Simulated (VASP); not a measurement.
# Sc (Fm-3m) in VASP: further runs

The runs below take Sc through single point, relaxation of cell and atoms, with PBE.

Everything below comes from runs of VASP 6.6.1. Logs are shortened: lines on timing, memory, paths and dates and some standing lists are left out, and cuts for length are marked.

### 1 The cell of the first run

It takes space group Fm-3m (No. 225, cubic). The conventional cell has a = 3.711 Å, b = 3.711 Å, c = 3.711 Å, α = 90.00°, β = 90.00°, γ = 90.00°. Sc (site symmetry m-3m) has 12 Sc at 2.62 Å within 3.5 Å.

### 2 Single point, PBE

The input, INCAR:

```
SYSTEM = Sc
PREC = Accurate
ENCUT = 520
EDIFF = 1E-6
ISMEAR = -1
SIGMA = 0.1
LREAL = .FALSE.
LASPH = .TRUE.
NELM = 80
ALGO = Normal
ISIF = 2
LWAVE = .FALSE.
LCHARG = .FALSE.
GGA = PE
NBANDS = 12
```

The input, KPOINTS:

```
regular mesh
0
G
  18 18 18
  0 0 0
```

The input, POSCAR:

```
Sc
1.0
    0.0000000000      1.8552811877      1.8552811877
    1.8552811877      0.0000000000      1.8552811877
    1.8552811877      1.8552811877      0.0000000000
Sc
1
Direct
    0.0000000000      0.0000000000      0.0000000000
```

Potentials or basis: VASP PAW PBE potentials, release 64 (Sc_sv).

Launch:

```bash
> cat potpaw_PBE.64/Sc_sv/POTCAR > POTCAR
> mpirun -np 1 vasp_std > vasp.out
```

OUTCAR:

```text
SYSTEM = Sc
   PREC = Accurate
   ENCUT = 520
   EDIFF = 1E-6
   ISMEAR = -1
   LREAL = .FALSE.
   LASPH = .TRUE.
   NELM = 80
   ISIF = 2
   GGA = PE

 ion  position               nearest neighbor table
   1  0.000  0.000  0.000-

  LATTYP: Found a face centered cubic cell.
 ALAT       =     3.7105623754

  Lattice vectors:

 A1 = (   0.0000000000,   1.8552811877,   1.8552811877)
 A2 = (   1.8552811877,   0.0000000000,   1.8552811877)
 A3 = (   1.8552811877,   1.8552811877,   0.0000000000)

Analysis of symmetry for initial positions (statically):
=====================================================================
 Subroutine PRICEL returns:
 Original cell was already a primitive cell.

 Routine SETGRP: Setting up the symmetry group for a
 face centered cubic supercell.

 Subroutine GETGRP returns: Found 48 space group operations
 (whereof 48 operations were pure point group operations)
 out of a pool of 48 trial point group operations.

The static configuration has the point symmetry O_h .

Analysis of symmetry for dynamics (positions and initial velocities):
=====================================================================
 Subroutine PRICEL returns:
 Original cell was already a primitive cell.

 Routine SETGRP: Setting up the symmetry group for a
 face centered cubic supercell.

 Subroutine GETGRP returns: Found 48 space group operations
 (whereof 48 operations were pure point group operations)
 out of a pool of 48 trial point group operations.

The dynamic configuration has the point symmetry O_h .

 Subroutine INISYM returns: Found 48 space group operations
 (whereof 48 operations are pure point group operations),
 and found     1 'primitive' translations

----------------------------------------------------------------------------------------

                                     Primitive cell

  volume of cell :      12.7720

  direct lattice vectors                    reciprocal lattice vectors
     0.000000000  1.855281188  1.855281188    -0.269500927  0.269500927  0.269500927
     1.855281188  0.000000000  1.855281188     0.269500927 -0.269500927  0.269500927
     1.855281188  1.855281188  0.000000000     0.269500927  0.269500927 -0.269500927

  length of vectors
     2.623763818  2.623763818  2.623763818     0.466789298  0.466789298  0.466789298

  position of ions in fractional coordinates (direct lattice)
     0.000000000  0.000000000  0.000000000

  ion indices of the primitive-cell ions
   primitive index   ion index
                 1           1

----------------------------------------------------------------------------------------

 KPOINTS: regular mesh

Automatic generation of k-mesh.
 Grid dimensions read from file:
 generate k-points for:   18   18   18

 Generating k-lattice:

  Cartesian coordinates                     Fractional coordinates (reciprocal lattice)
    -0.014972274  0.014972274  0.014972274     0.055555556  0.000000000  0.000000000
     0.014972274 -0.014972274  0.014972274     0.000000000  0.055555556  0.000000000
     0.014972274  0.014972274 -0.014972274     0.000000000  0.000000000  0.055555556

  Length of vectors
     0.025932739  0.025932739  0.025932739

  Shift w.r.t. Gamma in fractional coordinates (k-lattice)
     0.000000000  0.000000000  0.000000000

 Subroutine IBZKPT returns following result:
 ===========================================

 Found    195 irreducible k-points:

 Following reciprocal coordinates:
            Coordinates               Weight
  0.000000  0.000000  0.000000      1.000000
  0.055556  0.000000  0.000000      8.000000
  0.111111  0.000000  0.000000      8.000000
  0.166667  0.000000  0.000000      8.000000
  0.222222  0.000000  0.000000      8.000000
  0.277778  0.000000  0.000000      8.000000
[... 16 lines left out ...]
 -0.277778  0.055556  0.000000     24.000000
 -0.222222  0.055556  0.000000     24.000000
 [... further k-points ...]
   k-points           NKPTS =    195   k-points in BZ     NKDIM =    195   number of bands    NBANDS=     12
   number of dos      NEDOS =    301   number of ions     NIONS =      1
   total plane-waves  NPLWV =   8000
   dimension x,y,z NGX =    20 NGY =   20 NGZ =   20
   dimension x,y,z NGXF=    40 NGYF=   40 NGZF=   40
   ions per type =               1
   NGX,Y,Z   is equivalent  to a cutoff of  12.67, 12.67, 12.67 a.u.
   NGXF,Y,Z  is equivalent  to a cutoff of  25.34, 25.34, 25.34 a.u.
 SYSTEM =  Sc
   PREC   = accura    normal or accurate (medium, high low for compatibility)
   ISTART =      0    job   : 0-new  1-cont  2-samecut
   ICHARG =      2    charge: 1-file 2-atom 10-const
   ISPIN  =      1    spin polarized calculation?
   LNONCOLLINEAR =      F non collinear calculations
   LSORBIT =      F    spin-orbit coupling
   LASPH  =      T    aspherical Exc in radial PAW
   ENCUT  =  520.0 eV  38.22 Ry    6.18 a.u.   4.88  4.88  4.88*2*pi/ulx,y,z
   NELM   =     80;   NELMIN=  2; NELMDL= -5     # of ELM steps
   EDIFF  = 0.1E-05   stopping-criterion for ELM
   LREAL  =      F    real-space projection
   EDIFFG = 0.1E-04   stopping-criterion for IOM
   NSW    =      0    number of steps for IOM
   IBRION =     -1    ionic relax: 0-MD 1-quasi-New 2-CG
   NFREE  =      0    steps in history (QN), initial steepest desc. (CG)
   ISIF   =      2    stress and relaxation
   ISYM   =      2    0-nonsym 1-usesym 2-fastsym
   POTIM  = 0.5000    time-step for ionic-motion
   TEBEG  =    0.0;   TEEND  =   0.0 temperature during run
   PSTRESS=    0.0 pullay stress
   NELECT =      11.0000    total number of electrons
   NUPDOWN=      -1.0000    fix difference up-down
   EMIN   =  10.00;   EMAX   =-10.00  energy-range for DOS
   EFERMI =   0.00;   METHOD = LEGACY
   ISMEAR =    -1;   SIGMA  =   0.10  broadening in eV -4-tet -1-fermi 0-gaus
   EFERMI_NEDOS =   21; number of points for ismear=-14 and -15
   IALGO  =     38    algorithm
   IMIX   =      4    mixing-type and parameters
     AMIX     =   0.40;   BMIX     =  1.00
     AMIX_MAG =   1.60;   BMIX_MAG =  1.00
  volume/ion in A,a.u.               =      12.77        86.19
  Fermi-wavevector in a.u.,A,eV,Ry     =   1.557588  2.943415 33.008837  2.426081
  Thomas-Fermi vector in A             =   2.661217
   LORBIT       =      0    0 simple, 1 ext, 2 COOP (PROOUT), +10 PAW based schemes
   GGA     = PE    functional components
   LHFCALC =     F    Hartree Fock is set to
   AEXX    =    0.0000 exact exchange contribution
   IVDW    =     0    specifies the selected vdW correction
   LEPSILON=     F    determine dielectric tensor
   LRPA    =     F    only Hartree local field effects (RPA)
 non-spin polarized calculation
  energy-cutoff  :      520.00
  volume of cell :       12.77
 maximum number of plane-waves:       354
   NGX =  9   NGY =  9   NGZ =  9

 number of electron      11.0000004 magnetization

 Free energy of the ion-electron system (eV)
  ---------------------------------------------------
  ext. energy  EPLUGINS =         0.00000000
  ---------------------------------------------------
  free energy    TOTEN  =        -4.04934045 eV

  energy without entropy =       -4.01695596  energy(sigma->0) =       -4.03314820

 E-fermi :   8.5455     XC(G=0): -12.9006

 val. band max:        8.5417910653   @ k =  -0.3333   0.2778   0.0000
 cond. band min:       8.5560747644   @ k =   0.5000   0.2222   0.0556
 fundamental gap:      0.0142836991
 Fermi energy:         8.5454636183

 k-point     1 :       0.0000    0.0000    0.0000
  band No.  band energies     occupation
      1     -39.9331      2.00000
      2     -16.9397      2.00000
      3     -16.9397      2.00000
      4     -16.9397      2.00000
      5       3.4460      2.00000
      6      10.8060      0.00000
      7      10.8060      0.00000
      8      10.8060      0.00000
      9      13.8884      0.00000
     10      13.8884      0.00000
     11      25.3425      0.00000
     12      31.8323      0.00000

 k-point     2 :       0.0556    0.0000    0.0000
  band No.  band energies     occupation
      1     -39.9119      2.00000
      2     -17.0357      2.00000
      3     -16.9499      2.00000
      4     -16.9499      2.00000
      5       3.6019      2.00000
      6      10.6838      0.00000
      7      10.8719      0.00000
      8      10.8719      0.00000
      9      13.8286      0.00000
     10      13.8286      0.00000
     11      25.6038      0.00000
     12      30.8275      0.00000

 k-point     3 :       0.1111    0.0000    0.0000
  band No.  band energies     occupation
      1     -39.8504      2.00000
      2     -17.3071      2.00000
      3     -16.9790      2.00000
      4     -16.9790      2.00000
      5       4.0424      2.00000
      6      10.3702      0.00000
      7      11.0425      0.00000
      8      11.0425      0.00000
      9      13.6912      0.00000
     10      13.6912      0.00000
     11      26.2990      0.00000
     12      29.1651      0.00000

 k-point     4 :       0.1667    0.0000    0.0000
  band No.  band energies     occupation
      1     -39.7548      2.00000
      2     -17.7104      2.00000
      3     -17.0232      2.00000
      4     -17.0232      2.00000
      5       4.6832      2.00000
      6      10.0013      0.00000
      7      11.2246      0.00000
      8      11.2246      0.00000
      9      13.6039      0.00000
     10      13.6039      0.00000
     11      27.0250      0.00000
     12      27.7609      0.00000

 k-point     5 :       0.2222    0.0000    0.0000
  band No.  band energies     occupation
      1     -39.6354      2.00000
      2     -18.1870      2.00000
      3     -17.0768      2.00000
      4     -17.0768      2.00000
      5       5.3706      2.00000
      6       9.7649      0.00001
      7      11.2718      0.00000
      8      11.2718      0.00000
      9      13.7442      0.00000
     10      13.7443      0.00000
     11      26.0732      0.00000
     12      28.0498      0.00000
[... 228 lines left out ...]
      1     -39.2384      2.00000
      2     -19.5413      2.00000
      3     -17.3266      2.00000
      4     -17.2282      2.00000
      5       6.1774      2.00000
      6      10.4030      0.00000
      7      10.7022      0.00000
      8      11.3254      0.00000
      9      15.2551      0.00000
     10      16.0342      0.00000
     11      23.6131      0.00000
     12      25.8895      0.00000

 k-point    22 :      -0.3333    0.0556    0.0000
  band No.  band energies     occupation
      1     -39.3310      2.00000
      2     -19.2339      2.00000
      3     -17.2981      2.00000
      4     -17.1788      2.00000
      5       6.2251      2.00000
      6      10.4381      0.00000
      7      10.7659      0.00000
      8      10.8945      0.00000
      9      14.5947      0.00000
     10      15.5369      0.00000
     11      24.0906      0.00000
     12      27.0019      0.00000

 k-point    23 :      -0.2778    0.0556    0.0000
  band No.  band energies     occupation
      1     -39.4493      2.00000
      2     -18.8254      2.00000
      3     -17.2522      2.00000
      4     -17.1217      2.00000
      5       6.1145      2.00000
      6       9.8745      0.00000
      7      10.9573      0.00000
      8      11.1390      0.00000
      9      13.9162      0.00000
     10      14.9336      0.00000
     11      24.8409      0.00000
     12      27.9530      0.00000

 k-point    24 :      -0.2222    0.0556    0.0000
  band No.  band energies     occupation
      1     -39.5778      2.00000
      2     -18.3588      2.00000
      3     -17.1936      2.00000
      4     -17.0637      2.00000
      5       5.6952      2.00000
      6       9.6330      0.00004
      7      11.1824      0.00000
      8      11.3428      0.00000
      9      13.3850      0.00000
     10      14.3812      0.00000
     11      25.8408      0.00000
     12      28.2485      0.00000

 [... further k-points ...]

------------------------ aborting loop because EDIFF is reached ----------------------------------------

  FORCE on cell =-STRESS in cart. coord.  units (eV):
  Direction    XX          YY          ZZ          XY          YZ          ZX
  --------------------------------------------------------------------------------------
  -------------------------------------------------------------------------------------
  Total        7.1715698      7.1715698      7.1715698      0.0000000      0.0000000      0.0000000
  in kB      899.6334471    899.6334471    899.6334471      0.0000000      0.0000000      0.0000000
  external PRESSURE =     899.6334471 kB  Pullay stress =       0.0000000 kB

 VOLUME and BASIS-vectors are now :
 -----------------------------------------------------------------------------
  energy-cutoff  :      520.00
  volume of cell :       12.77
      direct lattice vectors                 reciprocal lattice vectors
     0.000000000  1.855281188  1.855281188    -0.269500927  0.269500927  0.269500927
     1.855281188  0.000000000  1.855281188     0.269500927 -0.269500927  0.269500927
     1.855281188  1.855281188  0.000000000     0.269500927  0.269500927 -0.269500927

 POSITION                                       TOTAL-FORCE (eV/Angst)
 -----------------------------------------------------------------------------------
      0.00000      0.00000      0.00000        -0.000000     -0.000000      0.000000
 -----------------------------------------------------------------------------------
    total drift:                                0.000000      0.000000      0.000000

  FREE ENERGIE OF THE ION-ELECTRON SYSTEM (eV)
  ---------------------------------------------------
  free  energy   TOTEN  =        -4.0493404452 eV

  energy  without entropy=       -4.0169559646  energy(sigma->0) =       -4.03314820
```

Run time: 30 s. Hardware: 1 thread of Intel Xeon 8259CL, shared host; peak memory 0.15 GiB.

Results:

| Property | Result |
| --- | --- |
| Free energy | -4.0493 eV |
| Pressure | 90.0 GPa |

(Continued in part 2 of 2.)
